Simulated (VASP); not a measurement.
# Pb3W (P6_3/mmc) in VASP: notebook

Pb3W is run at these levels: PBE; tasks: relaxation of cell and atoms, single point.

Program: VASP 6.6.1. These are calculated values, not measurements. Logs are shortened: lines on timing, memory, paths and dates and some standing lists are left out, and cuts for length are marked.

### Step 1. The cell of the first run

The structure is hexagonal, space group P6_3/mmc (No. 194). The conventional cell has a = 6.817 Å, b = 6.817 Å, c = 5.472 Å, α = 90.00°, β = 90.00°, γ = 120.00°. Within 4.4 Å of Pb (site symmetry mm2) lie 4 W at 3.37 to 3.41 Å and 8 Pb at 3.37 to 3.42 Å. W (site symmetry -6m2) has 12 Pb at 3.37 to 3.41 Å within 4.4 Å.

### Step 2. Relaxation of cell and atoms, PBE

INCAR

```
PREC = Accurate
ENCUT = 600
EDIFF = 1E-6
ISMEAR = 0
SIGMA = 0.1
LREAL = False
LASPH = True
NELM = 80
ALGO = Fast
ISIF = 3
LWAVE = False
LCHARG = False
GGA = PE
IBRION = 2
NSW = 90
EDIFFG = -0.04
```

KPOINTS

```
regular mesh
0
Gamma
  3 3 4
```

POSCAR

```
Pb3W
1.0
    6.8172386421      0.0000000000      0.0000000000
   -3.4086193211      5.9039018477      0.0000000000
    0.0000000000      0.0000000000      5.4718858578
Pb W
6 2
Direct
    0.8330000000      0.6660000000      0.2500000000
    0.1670000000      0.8330000000      0.7500000000
    0.3340000000      0.1670000000      0.2500000000
    0.1670000000      0.3340000000      0.7500000000
    0.8330000000      0.1670000000      0.2500000000
    0.6660000000      0.8330000000      0.7500000000
    0.3333333333      0.6666666667      0.2500000000
    0.6666666667      0.3333333333      0.7500000000
```

Potentials or basis: VASP PAW PBE potentials, release 64 (Pb_d, W_sv).

Started as:

```bash
$ cat potpaw_PBE.64/Pb_d/POTCAR potpaw_PBE.64/W_sv/POTCAR > POTCAR
$ mpirun -np 1 vasp_std > vasp.out
```

OUTCAR:

```text
PREC = Accurate
   ENCUT = 600
   EDIFF = 1E-6
   ISMEAR = 0
   LREAL = False
   LASPH = True
   NELM = 80
   ISIF = 3
   GGA = PE
   IBRION = 2
   NSW = 90
   EDIFFG = -0.04

 ion  position               nearest neighbor table
   1  0.833  0.666  0.250-   8 3.37   8 3.37   2 3.37   2 3.37   6 3.37   6 3.37   3 3.40   5 3.40
                             7 3.41   7 3.41   3 3.42   5 3.42
   2  0.167  0.833  0.750-   7 3.37   7 3.37   1 3.37   1 3.37   3 3.37   3 3.37   6 3.40   4 3.40
                             8 3.41   8 3.41   6 3.42   4 3.42
   3  0.334  0.167  0.250-   8 3.37   8 3.37   2 3.37   2 3.37   4 3.37   4 3.37   1 3.40   5 3.40
                             7 3.41   7 3.41   1 3.42   5 3.42
   4  0.167  0.334  0.750-   7 3.37   7 3.37   5 3.37   5 3.37   3 3.37   3 3.37   6 3.40   2 3.40
                             8 3.41   8 3.41   6 3.42   2 3.42
   5  0.833  0.167  0.250-   8 3.37   8 3.37   4 3.37   4 3.37   6 3.37   6 3.37   3 3.40   1 3.40
                             7 3.41   7 3.41   3 3.42   1 3.42
   6  0.666  0.833  0.750-   7 3.37   7 3.37   5 3.37   5 3.37   1 3.37   1 3.37   4 3.40   2 3.40
                             8 3.41   8 3.41   4 3.42   2 3.42
   7  0.333  0.667  0.250-   2 3.37   2 3.37   6 3.37   6 3.37   4 3.37   4 3.37   1 3.41   3 3.41
                             5 3.41   5 3.41   1 3.41   3 3.41
   8  0.667  0.333  0.750-   5 3.37   5 3.37   3 3.37   3 3.37   1 3.37   1 3.37   4 3.41   6 3.41
                             2 3.41   2 3.41   4 3.41   6 3.41

  LATTYP: Found a hexagonal cell.
 ALAT       =     6.8172386421
 C/A-ratio  =     0.8026542923

  Lattice vectors:

 A1 = (   6.8172386421,   0.0000000000,   0.0000000000)
 A2 = (  -3.4086193211,   5.9039018477,   0.0000000000)
 A3 = (   0.0000000000,   0.0000000000,   5.4718858578)

Analysis of symmetry for initial positions (statically):
=====================================================================
 Subroutine PRICEL returns:
 Original cell was already a primitive cell.

 Routine SETGRP: Setting up the symmetry group for a
 hexagonal supercell.

 Subroutine GETGRP returns: Found 24 space group operations
 (whereof 12 operations were pure point group operations)
 out of a pool of 24 trial point group operations.

The static configuration has the point symmetry D_3d.
 The point group associated with its full space group is D_6h.

Analysis of symmetry for dynamics (positions and initial velocities):
=====================================================================
 Subroutine PRICEL returns:
 Original cell was already a primitive cell.

 Routine SETGRP: Setting up the symmetry group for a
 hexagonal supercell.

 Subroutine GETGRP returns: Found 24 space group operations
 (whereof 12 operations were pure point group operations)
 out of a pool of 24 trial point group operations.

The dynamic configuration has the point symmetry D_3d.
 The point group associated with its full space group is D_6h.

 Subroutine INISYM returns: Found 24 space group operations
 (whereof 12 operations are pure point group operations),
 and found     1 'primitive' translations

----------------------------------------------------------------------------------------

                                     Primitive cell

  volume of cell :     220.2341

  direct lattice vectors                    reciprocal lattice vectors
     6.817238642  0.000000000  0.000000000     0.146686958  0.084689755  0.000000000
    -3.408619321  5.903901848  0.000000000     0.000000000  0.169379510  0.000000000
     0.000000000  0.000000000  5.471885858     0.000000000  0.000000000  0.182752350

  length of vectors
     6.817238642  6.817238642  5.471885858     0.169379510  0.169379510  0.182752350

  position of ions in fractional coordinates (direct lattice)
     0.833000000  0.666000000  0.250000000
     0.167000000  0.833000000  0.750000000
     0.334000000  0.167000000  0.250000000
     0.167000000  0.334000000  0.750000000
     0.833000000  0.167000000  0.250000000
     0.666000000  0.833000000  0.750000000
     0.333333333  0.666666667  0.250000000
     0.666666667  0.333333333  0.750000000

  ion indices of the primitive-cell ions
   primitive index   ion index
                 1           1
                 2           2
                 3           3
                 4           4
                 5           5
                 6           6
                 7           7
                 8           8

----------------------------------------------------------------------------------------

 KPOINTS: regular mesh

Automatic generation of k-mesh.
 Grid dimensions read from file:
 generate k-points for:    3    3    4

 Generating k-lattice:

  Cartesian coordinates                     Fractional coordinates (reciprocal lattice)
     0.048895653  0.028229918  0.000000000     0.333333333  0.000000000  0.000000000
     0.000000000  0.056459837  0.000000000     0.000000000  0.333333333  0.000000000
     0.000000000  0.000000000  0.045688088     0.000000000  0.000000000  0.250000000

  Length of vectors
     0.056459837  0.056459837  0.045688088

  Shift w.r.t. Gamma in fractional coordinates (k-lattice)
     0.000000000  0.000000000  0.000000000

 Subroutine IBZKPT returns following result:
 ===========================================

 Found      9 irreducible k-points:

 Following reciprocal coordinates:
            Coordinates               Weight
  0.000000  0.000000  0.000000      1.000000
  0.333333  0.000000  0.000000      6.000000
  0.333333  0.333333  0.000000      2.000000
  0.000000  0.000000  0.250000      2.000000
  0.333333  0.000000  0.250000     12.000000
  0.333333  0.333333  0.250000      4.000000
  0.000000  0.000000  0.500000      1.000000
  0.333333  0.000000  0.500000      6.000000
  0.333333  0.333333  0.500000      2.000000
   k-points           NKPTS =      9   k-points in BZ     NKDIM =      9   number of bands    NBANDS=     67
   number of dos      NEDOS =    301   number of ions     NIONS =      8
   total plane-waves  NPLWV = 139968
   dimension x,y,z NGX =    54 NGY =   54 NGZ =   48
   dimension x,y,z NGXF=   108 NGYF=  108 NGZF=   96
   ions per type =               6   2
   NGX,Y,Z   is equivalent  to a cutoff of  13.17, 13.17, 14.58 a.u.
   NGXF,Y,Z  is equivalent  to a cutoff of  26.34, 26.34, 29.17 a.u.
 SYSTEM =  unknown system
   PREC   = accura    normal or accurate (medium, high low for compatibility)
   ISTART =      0    job   : 0-new  1-cont  2-samecut
   ICHARG =      2    charge: 1-file 2-atom 10-const
   ISPIN  =      1    spin polarized calculation?
   LNONCOLLINEAR =      F non collinear calculations
   LSORBIT =      F    spin-orbit coupling
   LASPH  =      T    aspherical Exc in radial PAW
   ENCUT  =  600.0 eV  44.10 Ry    6.64 a.u.  13.62 13.62 10.93*2*pi/ulx,y,z
   NELM   =     80;   NELMIN=  2; NELMDL= -5     # of ELM steps
   EDIFF  = 0.1E-05   stopping-criterion for ELM
   LREAL  =      F    real-space projection
   EDIFFG = -.4E-01   stopping-criterion for IOM
   NSW    =     90    number of steps for IOM
   IBRION =      2    ionic relax: 0-MD 1-quasi-New 2-CG
   NFREE  =      1    steps in history (QN), initial steepest desc. (CG)
   ISIF   =      3    stress and relaxation
   ISYM   =      2    0-nonsym 1-usesym 2-fastsym
   POTIM  = 0.5000    time-step for ionic-motion
   TEBEG  =    0.0;   TEEND  =   0.0 temperature during run
   PSTRESS=    0.0 pullay stress
   NELECT =     112.0000    total number of electrons
   NUPDOWN=      -1.0000    fix difference up-down
   EMIN   =  10.00;   EMAX   =-10.00  energy-range for DOS
   EFERMI =   0.00;   METHOD = LEGACY
   ISMEAR =     0;   SIGMA  =   0.10  broadening in eV -4-tet -1-fermi 0-gaus
   EFERMI_NEDOS =   21; number of points for ismear=-14 and -15
   IALGO  =     68    algorithm
   IMIX   =      4    mixing-type and parameters
     AMIX     =   0.40;   BMIX     =  1.00
     AMIX_MAG =   1.60;   BMIX_MAG =  1.00
  volume/ion in A,a.u.               =      27.53       185.78
  Fermi-wavevector in a.u.,A,eV,Ry     =   1.306730  2.469362 23.232547  1.707544
  Thomas-Fermi vector in A             =   2.437513
   LORBIT       =      0    0 simple, 1 ext, 2 COOP (PROOUT), +10 PAW based schemes
   GGA     = PE    functional components
   LHFCALC =     F    Hartree Fock is set to
   AEXX    =    0.0000 exact exchange contribution
   IVDW    =     0    specifies the selected vdW correction
   LEPSILON=     F    determine dielectric tensor
   LRPA    =     F    only Hartree local field effects (RPA)
 conjugate gradient relaxation of ions
 non-spin polarized calculation
 RMM-DIIS sequential band-by-band and
 Gauss-broadening in eV      SIGMA  =   0.10
  energy-cutoff  :      600.00
  volume of cell :      220.23
 maximum number of plane-waves:      7396
 NGX is ok and might be reduce to    54
   NGX = 27   NGY = 27   NGZ = 21

--------------------------------------- Ionic step        1  -------------------------------------------

 number of electron     112.0000021 magnetization

 Free energy of the ion-electron system (eV)
  ---------------------------------------------------
  ext. energy  EPLUGINS =         0.00000000
  ---------------------------------------------------
  free energy    TOTEN  =       -38.18589639 eV

  energy without entropy =      -38.14385380  energy(sigma->0) =      -38.16487509

------------------------ aborting loop because EDIFF is reached ----------------------------------------

  FORCE on cell =-STRESS in cart. coord.  units (eV):
  Direction    XX          YY          ZZ          XY          YZ          ZX
  --------------------------------------------------------------------------------------
  -------------------------------------------------------------------------------------
  Total       -5.8528420     -5.8528420     -5.1180679      0.0000000      0.0000000      0.0000000
  in kB      -42.5787324    -42.5787324    -37.2333375      0.0000000      0.0000000      0.0000000
  external PRESSURE =     -40.7969341 kB  Pullay stress =       0.0000000 kB
[... 107 lines left out ...]
  FREE ENERGIE OF THE ION-ELECTRON SYSTEM (eV)
  ---------------------------------------------------
  free  energy   TOTEN  =       -38.5858458219 eV

  energy  without entropy=      -38.5477503485  energy(sigma->0) =      -38.56679809

[... ionic steps 4 to 7 ...]

--------------------------------------- Ionic step        8  -------------------------------------------

 number of electron     112.0000013 magnetization

------------------------ aborting loop because EDIFF is reached ----------------------------------------
[... 79 lines left out ...]
--------------------------------------- Ionic step       10  -------------------------------------------

 number of electron     112.0000012 magnetization

 Free energy of the ion-electron system (eV)
  ---------------------------------------------------
  ext. energy  EPLUGINS =         0.00000000
  ---------------------------------------------------
  free energy    TOTEN  =       -38.72032320 eV

  energy without entropy =      -38.67454207  energy(sigma->0) =      -38.69743263

 E-fermi :   8.1281     XC(G=0): -10.9710

 val. band max:        8.1030405793   @ k =   0.0000   0.0000   0.2500
 cond. band min:       8.1622519589   @ k =   0.3333   0.3333   0.5000
 fundamental gap:      0.0592113796
 Fermi energy:         8.1280554741

 k-point     1 :       0.0000    0.0000    0.0000
  band No.  band energies     occupation
      1     -65.9500      2.00000
      2     -65.9499      2.00000
      3     -30.1482      2.00000
      4     -30.1482      2.00000
      5     -30.1468      2.00000
      6     -30.1468      2.00000
[... 654 lines left out ...]
  FREE ENERGIE OF THE ION-ELECTRON SYSTEM (eV)
  ---------------------------------------------------
  free  energy   TOTEN  =       -38.7203231995 eV

  energy  without entropy=      -38.6745420698  energy(sigma->0) =      -38.69743263

 reached required accuracy - stopping structural energy minimisation
```

Run time: 16 min. Hardware: 1 thread of Intel Xeon 6975P-C (Granite Rapids), shared host; peak memory 0.46 GiB.

What came out:

| Property | Result |
| --- | --- |
| Free energy | -38.7203 eV |
| Relaxed volume | 25.82 Å³/atom |
| Relaxed cell | a = 6.733 Å, b = 6.733 Å, c = 5.263 Å, α = 90.00°, β = 90.00°, γ = 120.00° |
| Space group after relaxing (to 0.1 Å) | P6_3/mmc (No. 194) |
| Energy gained by relaxing | 66.8 meV/atom |
| Ionic steps | 10 |
| Pressure after relaxing | 0.0 GPa |
| Largest force after relaxing | 0.016 eV/Å |
| Band gap on the k mesh | zero (bands 56 and 57 overlap by 0.36 eV) |

Forces on the atoms (eV/Å):
```
Pb   0.000 -0.016  0.000
Pb   0.014 -0.008  0.000
Pb   0.014  0.008  0.000
Pb   0.000  0.016  0.000
Pb  -0.014  0.008  0.000
Pb  -0.014 -0.008  0.000
W    0.000  0.000  0.000
W    0.000  0.000  0.000
```

Step by step:
| step | energy change (eV) | largest force (eV/Å) | pressure (GPa) | volume (Å³) |
| --- | --- | --- | --- | --- |
| 1 | 0.0000 | 1.0083 | -4.08 | 220.23 |
| 2 | -0.3893 | 0.5221 | 2.44 | 198.64 |
| 3 | -0.3999 | 0.6136 | 1.35 | 201.35 |
| 4 | -0.5012 | 0.1531 | 0.65 | 203.81 |
| 5 | -0.5113 | 0.0323 | 0.43 | 204.87 |
| 6 | -0.5274 | 0.0407 | -0.30 | 207.19 |
| 7 | -0.5283 | 0.0618 | -0.51 | 207.87 |
| 8 | -0.5334 | 0.0552 | 0.13 | 206.27 |
| 9 | -0.5336 | 0.0604 | 0.05 | 206.50 |
| 10 | -0.5344 | 0.0164 | 0.04 | 206.59 |

Final structure:
```cif
data_structure
_symmetry_space_group_name_H-M 'P 1'
_symmetry_Int_Tables_number 1
_cell_length_a 6.7325
_cell_length_b 6.7325
_cell_length_c 5.2630
_cell_angle_alpha 90.000
_cell_angle_beta 90.000
_cell_angle_gamma 120.000
_cell_volume 206.59
loop_
_atom_site_label
_atom_site_type_symbol
_atom_site_fract_x
_atom_site_fract_y
_atom_site_fract_z
_atom_site_occupancy
Pb1 Pb 0.82406 0.64811 0.25000 1
Pb2 Pb 0.17594 0.82406 0.75000 1
Pb3 Pb 0.35189 0.17594 0.25000 1
Pb4 Pb 0.17594 0.35189 0.75000 1
Pb5 Pb 0.82406 0.17594 0.25000 1
Pb6 Pb 0.64811 0.82406 0.75000 1
W1 W 0.33333 0.66667 0.25000 1
W2 W 0.66667 0.33333 0.75000 1
```

Caveat: spin-orbit coupling is left out, which moves the levels of the heavy elements.

[end of part 1 of 2]

The gap in the log of VASP goes by the Fermi energy; the results here count the filled bands.